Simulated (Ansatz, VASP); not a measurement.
TaN in VASP and in Ansatz

INCAR

```
PREC = Accurate ; ENCUT = 520
EDIFF = 1E-8 ; ISMEAR = -1
SIGMA = 0.01 ; LREAL = F
LASPH = T ; NELM = 120
ALGO = Normal ; ISIF = 2
LWAVE = F ; LCHARG = F
GGA = PS ; LEFG = T
NBANDS = 24 ; GGA_COMPAT = F
```

File KPOINTS:

```
Automatic mesh
0
Gamma
  9 9 5
```

Contents of POSCAR:

```
TaN
1.0
    3.0175219588      0.0000000000      0.0000000000
   -1.5087609794      2.6132506728      0.0000000000
    0.0000000000      0.0000000000      4.9180000000
Ta N
2 2
Direct
    0.0000000000      0.0000000000      0.0000000000
    0.0000000000      0.0000000000      0.5000000000
    0.3333333333      0.6666666667      0.2500000000
    0.6666666667      0.3333333333      0.7500000000
```

Input for Ansatz:

```yaml
crystal:
  lattice:
    - [3.0175219588, 0.0, 0.0]
    - [-1.5087609794, 2.6132506728, 0.0]
    - [0.0, 0.0, 4.918]
  atoms:
    - { symbol: Ta, position: [0.0, 0.0, 0.0] }
    - { symbol: Ta, position: [0.0, 0.0, 0.5] }
    - { symbol: "N", position: [0.3333333333, 0.6666666667, 0.25] }
    - { symbol: "N", position: [0.6666666667, 0.3333333333, 0.75] }
kpoints:
  mp_grid: { grid: [9, 9, 5] }
scf:
  occupations: { method: fermi_dirac, width: 0.01 }
hamiltonian:
  xc: pbesol
  pseudopotentials: { kind: paw }
output:
  forces: true
  stress: true
  eigenvalues: true
  efg: { contact_densities: true }
  write_density: true
  write_potential: true
  elf: true
  volumetric_format: npy
```

Change from the starting cell: equal xx and yy strain of -1 %, PAW files.

Alike in both runs: task electric field gradients; functional PBEsol; k mesh 9 × 9 × 5; occupations fermi-dirac, width 0.01 eV; no spin polarisation.

|  | VASP | Ansatz |
| --- | --- | --- |
| version | VASP 6.6.1 | Ansatz 0.2.0 |
| potentials or method | VASP PAW PBE potentials, release 64 (Ta_pv, N) | PAW with Ansatz's default frozen-core files, scalar-relativistic |
| plane-wave cutoff (eV) | 520 | 420 |
| valence electrons in the cell | 32 | 36 |

|  | VASP | Ansatz | Ansatz less VASP |
| --- | --- | --- | --- |
| pressure (GPa) | 59.8 | 58.0 | -1.75 |
| traceless stress, the component that is largest in VASP (GPa) | 61.68 | 61.13 | -0.555 |
| size of Vzz on the site where it differs most (V/Å²) | 185.2 | 209.0 | +23.82 |

VASP's potentials were made for PBE, not for PBEsol. Both programs put the cell under a high pressure, so it lies far from rest at this level. VASP's potentials hold 32 valence electrons a cell and Ansatz's 36, so a difference there can come from the potentials and not from the codes.

Neither program's run includes spin-orbit coupling.
